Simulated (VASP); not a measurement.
Set up this calculation in VASP 6.6.1, as the native input.

* Task: relaxation of cell and atoms
* Functional: LDA
* Potentials or basis: VASP PAW LDA potentials, release 64 (Al, O)
* Cutoff: 600 eV
* k mesh: 6 × 6 × 6
* Occupations: gaussian, width 0.02 eV
* Spin: no spin polarisation
* Dipole correction: no
* Further INCAR settings: ALGO = Normal; EDIFF = 1e-07; IBRION = 2; EDIFFG = -0.005; NSW = 70; ISIF = 3

The structure of Al2O3 lies in POSCAR:

```
Al2O3
1.0
    2.4043547729      1.3881548753      4.3744983371
   -2.4043547729      1.3881548753      4.3744983371
    0.0000000000     -2.7763097507      4.3744983370
Al O
4 6
Direct
    0.3521453631      0.3521453631      0.3521453631
    0.1478546369      0.1478546369      0.1478546369
    0.6478546369      0.6478546369      0.6478546369
    0.8521453631      0.8521453631      0.8521453631
    0.5561715226      0.9438284774      0.2500000000
    0.2500000000      0.5561715226      0.9438284774
    0.9438284774      0.2500000000      0.5561715226
    0.4438284774      0.0561715226      0.7500000000
    0.7500000000      0.4438284774      0.0561715226
    0.0561715226      0.7500000000      0.4438284774
```

One way to write it, as run:

INCAR

```
SYSTEM = Al2O3
  PREC = Accurate
  ENCUT = 600
  EDIFF = 1E-7
  ISMEAR = 0
  SIGMA = 0.02
  LREAL = .FALSE.
  LASPH = .TRUE.
  NELM = 80
  ALGO = Normal
  ISIF = 3
  LWAVE = .FALSE.
  LCHARG = .FALSE.
  IBRION = 2
  NSW = 70
  EDIFFG = -0.005
```

KPOINTS

```
Automatic mesh
0
G
  6 6 6
  0 0 0
```

Potentials or basis: VASP PAW LDA potentials, release 64 (Al, O).

Command:

```console
$ cat potpaw_LDA.64/Al/POTCAR potpaw_LDA.64/O/POTCAR > POTCAR
$ mpirun -np 1 vasp_std > vasp.out
```

Results of the run:

The relaxed volume is 8.34 Å³/atom and the relaxed cell is a = 5.093 Å, b = 5.093 Å, c = 5.093 Å, α = 55.37°, β = 55.37°, γ = 55.37°. The space group after relaxing (to 0.1 Å) is R-3c (No. 167) and the energy gained by relaxing is 16.2 meV/atom. The ionic steps are 8. The pressure after relaxing is 0.0 GPa and the band gap on the k mesh is 6.42 eV.

Run time: 11 min on 1 thread of Intel(R) Xeon(R) Platinum 8259CL CPU @ 2.50GHz (Skylake/Cascade Lake), with other jobs on the host, peak memory 0.26 GiB.
